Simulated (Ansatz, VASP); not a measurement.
**TiSi: VASP beside Ansatz**

```
CELL_PARAMETERS angstrom
3.79316 0.00000 0.00000
0.00000 1.80285 2.06599
0.00000 -1.80285 2.06599
ATOMIC_POSITIONS crystal
Ti 0.00000 0.05073 0.05073
Si 0.50000 0.55077 0.55077
```

Alike in both runs: task single point; functional PBEsol; k mesh 10 × 12 × 12; occupations gaussian, width 0.15 eV; no spin polarisation.

```csv
,VASP,Ansatz
version,VASP 6.6.1,Ansatz 0.2.0
potentials or method,"VASP PAW PBE potentials, release 64 (Ti_sv, Si), cutoff 520 eV","scalar-relativistic, plane waves, PAW"
valence electrons in the cell,16,16
```

```tsv
	VASP	Ansatz	Ansatz less VASP
gap on the k mesh at the Fermi level (eV)	none	none	-
pressure (GPa)	0.0	0.0	-0.04
traceless stress, the component that is largest in VASP (GPa)	-0.15	-0.06	+0.083
```

VASP's potentials were made for PBE, not for PBEsol. A gap of «none» marks a metal or a gap that the smearing closes.
